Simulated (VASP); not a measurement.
**MgO: single point with PBE**

The system is MgO.

```xyz
4
Lattice="3.4841 0.0000 0.0000 -1.7420 3.0173 0.0000 0.0000 0.0000 4.1853" Properties=species:S:1:pos:R:3 pbc="T T T"
Mg    1.7420    1.0058    3.1390
Mg    0.0000    2.0115    1.0463
O     1.7420    1.0058    1.0463
O     0.0000    2.0115    3.1390
```

- Program: VASP 6.6.1
- Task: single point
- Functional: PBE
- Potentials or basis: VASP PAW PBE potentials, release 64 (Mg, O)
- Cutoff: 600 eV
- k mesh: 2 × 2 × 2
- Occupations: gaussian, width 0.01 eV
- Spin: no spin polarisation

```
Pressure               : 3.9 GPa
Band gap on the k mesh : 3.41 eV
```

Stress tensor (GPa, compression positive):
```
4.79 0.00 0.00
0.00 4.79 0.00
0.00 0.00 2.15
```

Levels at points of the mesh, in eV from the valence-band top:
```tsv
k point	band 6	band 7	band 8	band 9	band 10	band 11
(0.00, 0.00, 0.00)	-0.80	-0.80	0.00	3.41	9.44	12.22
(0.50, 0.00, 0.00)	-1.97	-1.31	-0.52	6.99	9.05	9.82
(0.00, 0.00, 0.50)	-1.29	-1.29	-1.29	6.45	6.45	12.87
(0.50, 0.00, 0.50)	-1.54	-0.82	-0.82	7.31	7.31	11.95
```

Wall time 5.3 s on 1 thread of Intel(R) Xeon(R) Platinum 8488C (Sapphire Rapids), on a shared host, peak memory 0.16 GiB.

Caveat: the k points lie up to 1.04 Å⁻¹ apart.
